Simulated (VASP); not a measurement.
Set up this calculation in VASP 6.6.1, as the native input.

* Task: single point
* Functional: PBEsol
* Potentials or basis: VASP PAW PBE potentials, release 64 (Mo_sv, S)
* Cutoff: 520 eV
* k mesh: 12 × 12 × 2
* Occupations: methfessel-paxton, width 0.136 eV
* Spin: no spin polarisation
* Dipole correction: no
* Further INCAR settings: ALGO = Normal; EDIFF = 1e-06; NBANDS = 35

The structure of MoS2 lies in POSCAR:

```
MoS2
1.0
    3.1416453610      0.0000000000      0.0000000000
   -1.5708226805      2.7207446923      0.0000000000
    0.0000000000      0.0000000000     12.4446000000
Mo S
2 4
Direct
    0.3333333333      0.6666666667      0.2500000000
    0.6666666667      0.3333333333      0.7500000000
    0.3333333333      0.6666666667      0.6259932117
    0.6666666667      0.3333333333      0.1259932117
    0.3333333333      0.6666666667      0.8740067883
    0.6666666667      0.3333333333      0.3740067883
```

These files were run (other wordings do the same):

INCAR

```
SYSTEM = MoS2
PREC = Accurate
ENCUT = 520
EDIFF = 1E-6
ISMEAR = 1
SIGMA = 0.136
LREAL = .False.
LASPH = .True.
NELM = 80
ALGO = Normal
ISIF = 2
LWAVE = .False.
LCHARG = .False.
GGA = PS
NBANDS = 35
```

KPOINTS

```
Automatic mesh
0
Gamma
  12 12 2
  0 0 0
```

Potentials or basis: VASP PAW PBE potentials, release 64 (Mo_sv, S).

Command:

```bash
$ cat potpaw_PBE.64/Mo_sv/POTCAR potpaw_PBE.64/S/POTCAR > POTCAR
$ mpirun -np 1 vasp_std > vasp.out
```

Results of the run:

The pressure is 1.7 GPa, the largest force is 0.306 eV/Å and the band gap on the k mesh is 0.95 eV (least direct gap 1.71 eV).

Caveat: the PAW data sets were made with another functional, which shifts forces and pressure a little; this functional lacks dispersion, which binds the layers, so the pressure and a relaxed spacing across them are unreliable.

Wall time 99 s on 1 thread of Intel(R) Xeon(R) Platinum 8259CL CPU @ 2.50GHz (Skylake/Cascade Lake), with other jobs on the host, peak memory 0.28 GiB.
